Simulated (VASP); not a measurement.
Mo3HS6: single point with PBEsol

System: Mo3HS6, a slab with vacuum.

```
S Mo H
1.0
     3.12041    0.00000    0.00000
    -1.56020    6.15233    0.00000
     0.00000    0.00000   25.65978
S Mo H
6 3 1
Direct
  0.89272 0.78544 0.33126
  0.17159 0.34318 0.38244
  0.42488 0.84975 0.43544
  0.70473 0.40947 0.48620
  0.96287 0.92574 0.54113
  0.17302 0.34604 0.61720
  0.53216 0.06431 0.35685
  0.06342 0.12684 0.45604
  0.60286 0.20572 0.55886
  0.50635 0.01270 0.61067
```

```json
{
  "Program": "VASP 6.6.1",
  "Task": "single point",
  "Functional": "PBEsol",
  "Potentials or basis": "VASP PAW PBE potentials, release 64 (S, Mo_sv, H)",
  "Cutoff": "520 eV",
  "k mesh": "10 × 5 × 1",
  "Occupations": "gaussian, width 0.1 eV",
  "Spin": "no spin polarisation"
}
```

```
Largest force          : 3.888 eV/Å
Band gap on the k mesh : zero (an odd number of electrons rules out a gap without spin polarisation)
```

Forces on the atoms (eV/Å):
```
S    0.000  1.440 -0.569
S    0.000  0.788 -1.454
S    0.000  0.275 -1.169
S    0.000  0.712 -1.345
S    0.000  0.038 -0.236
S    0.000 -0.119 -0.155
Mo   0.000 -2.624  2.868
Mo   0.000  0.235  0.578
Mo   0.000 -0.946  1.476
H    0.000  0.202  0.005
```

Levels at points of the mesh, in eV from the Fermi level:
```
           k point  band 37  band 38  band 39  band 40  band 41  band 42
(0.00, 0.00, 0.00)    -1.06    -0.98    -0.83    -0.41     0.15     0.43
(0.50, 0.00, 0.00)    -1.20    -1.17    -0.58     0.45     0.66     1.21
```

Run time: 14 min on 1 thread of Intel(R) Xeon(R) 6975P-C (Granite Rapids) (shared host), peak memory 0.8 GiB.

Caveat: the PAW data sets were made with another functional, which shifts forces and pressure a little.
